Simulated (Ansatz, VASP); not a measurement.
## Two plane-wave programs on HgTe

```
Hg Te
1.0
     0.00000    3.28998    3.28998
     3.28998    0.00000    3.28998
     3.28998    3.28998    0.00000
Hg Te
1 1
Direct
  0.00000 0.00000 0.00000
  0.25000 0.25000 0.25000
```

Alike in both runs: task relaxation of cell and atoms; functional PBE; k mesh 12 × 12 × 12; occupations gaussian, width 0.1 eV; no spin polarisation.

|  | VASP | Ansatz |
| --- | --- | --- |
| version | VASP 6.6.1 | Ansatz 0.2.0 |
| potentials or method | VASP PAW PBE potentials, release 64 (Hg, Te), cutoff 600 eV | scalar-relativistic, plane waves, PAW |
| valence electrons in the cell | 18 | 36 |

```csv
,VASP,Ansatz,Ansatz less VASP
"gap on the k mesh at the Fermi level, each at its own relaxed structure (eV)",none,none,-
relaxed volume (Å³/atom),36.84,36.80,-0.035
relaxed length of the cell vector where the two differ most in proportion (Å),4.705,4.704,-0.0015
```

A gap of «none» marks a metal or a gap that the smearing closes. VASP's potentials hold 18 valence electrons a cell and Ansatz's 36, so a difference there can come from the potentials and not from the codes.

Spin-orbit coupling is off throughout.
